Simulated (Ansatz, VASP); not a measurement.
**MgO in VASP and in Ansatz**

```
Mg O
1.0
     3.38179    0.00000    0.00000
    -1.69089    2.92871    0.00000
     0.00000    0.00000    4.11537
Mg O
2 2
Direct
  0.66667 0.33333 0.75000
  0.33333 0.66667 0.25000
  0.66667 0.33333 0.25000
  0.33333 0.66667 0.75000
```

Change from the starting cell: strain -0.030 along x and y, -0.015 along z, atoms carried along.

Alike in both runs: task single point; functional PBE; k mesh 6 × 6 × 6; occupations gaussian, width 0.05 eV; no spin polarisation.

```csv
,VASP,Ansatz
version,VASP 6.6.1,Ansatz 0.2.0
potentials or method,"VASP PAW PBE potentials, release 64 (Mg, O), cutoff 520 eV","scalar-relativistic, plane waves, PAW"
valence electrons in the cell,16,32
```

VASP gave:

| Property | Result |
| --- | --- |
| gap on the k mesh at the Fermi level (eV) | 3.82 |
| least direct gap on the mesh (eV) | 3.82 |
| pressure (GPa) | 16.6 |
| traceless stress, the component that is largest in VASP (GPa) | -1.48 |

Which values does Ansatz return?

gap on the k mesh at the Fermi level (eV): 3.84; least direct gap on the mesh (eV): 3.84; pressure (GPa): 17.0; traceless stress, the component that is largest in VASP (GPa): -1.33.

VASP's potentials hold 16 valence electrons a cell and Ansatz's 32, so a difference there can come from the potentials and not from the codes.
